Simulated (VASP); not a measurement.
**KBr: single point with PBE**

Crystal: KBr.

```
K Br
1.0
     0.00000    3.37481    3.37481
     3.37481    0.00000    3.37481
     3.37481    3.37481    0.00000
K Br
1 1
Direct
  0.00000 0.00000 0.00000
  0.50000 0.50000 0.50000
```

This cell differs from its parent crystal: strain +0.025 along x and y, +0.025 along z.

```json
{
  "Program": "VASP 6.6.1",
  "Task": "single point",
  "Functional": "PBE",
  "Potentials or basis": "VASP PAW PBE potentials, release 64 (K_sv, Br)",
  "Cutoff": "520 eV",
  "k mesh": "6 × 6 × 6",
  "Occupations": "gaussian, width 0.05 eV",
  "Spin": "no spin polarisation"
}
```

```yaml
Pressure: -0.2 GPa
Band_gap_on_the_k_mesh: 4.26 eV, direct
```

Levels at points of the mesh, in eV from the valence-band top:
```csv
k point,band 5,band 6,band 7,band 8,band 9,band 10,band 11,band 12
"(0.00, 0.00, 0.00)",-11.40,0.00,0.00,0.00,4.26,7.58,7.58,7.58
"(0.50, 0.00, 0.00)",-11.18,-1.05,-0.28,-0.28,6.44,7.98,9.58,9.58
"(0.50, 0.50, 0.00)",-11.43,-0.74,-0.26,-0.26,5.93,6.95,9.14,9.25
```

Wall time 23 s on 1 thread of AMD EPYC 7R43 64-Core Processor (Zen 3) (shared host), peak memory 0.17 GiB.

Caveat: the cell differs from its parent crystal (strain +0.025 along x and y, +0.025 along z).
